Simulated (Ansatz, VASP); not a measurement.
## Pd in VASP and in Ansatz

Contents of INCAR:

```
PREC = Accurate ; ENCUT = 500
EDIFF = 1E-6 ; ISMEAR = -1
SIGMA = 0.1 ; LREAL = F
LASPH = T ; NELM = 120
ALGO = Normal ; ISIF = 2
LWAVE = F ; LCHARG = T
LELF = T ; LVHAR = T
NBANDS = 11 ; GGA_COMPAT = F
```

Contents of KPOINTS:

```
Automatic mesh
0
Gamma
  11 11 11
```

File POSCAR:

```
Pd
1.0
    0.0000000000      1.9405000000      1.9405000000
    1.9405000000      0.0000000000      1.9405000000
    1.9405000000      1.9405000000      0.0000000000
Pd
1
Direct
    0.0000000000      0.0000000000      0.0000000000
```

Input for Ansatz:

```yaml
crystal:
  lattice:
    - [0.0, 1.9405, 1.9405]
    - [1.9405, 0.0, 1.9405]
    - [1.9405, 1.9405, 0.0]
  atoms:
    - { symbol: Pd, position: [0.0, 0.0, 0.0] }
hamiltonian:
  xc: lda
  pseudopotentials: { kind: paw }
basis:
  ecutwfc: 420
kpoints:
  mp_grid: { grid: [11, 11, 11] }
scf:
  occupations: { method: fermi_dirac, width: 0.1 }
  lower_state_search: "off"
  algorithm: density_mixing
  max_iter: 100
  mixing: { algorithm: anderson, ndim: 4, beta: 0.8, preconditioner: none }
output:
  forces: true
  stress: true
```

Alike in both runs: task single point; functional LDA; k mesh 11 × 11 × 11; occupations fermi-dirac, width 0.1 eV; no spin polarisation.

```csv
,VASP,Ansatz
version,VASP 6.6.1,Ansatz 0.2.0
potentials or method,"VASP PAW LDA potentials, release 64 (Pd), cutoff 500 eV","PAW, plane waves, scalar-relativistic"
valence electrons in the cell,10,18
```

```tsv
	VASP	Ansatz	Ansatz less VASP
pressure (GPa)	-5.7	-6.0	-0.31
```

LDA's correlation is that of Perdew and Zunger in VASP and of Perdew and Wang (1992) in Ansatz. VASP's potentials hold 10 valence electrons a cell and Ansatz's 18, so a difference there can come from the potentials and not from the codes.
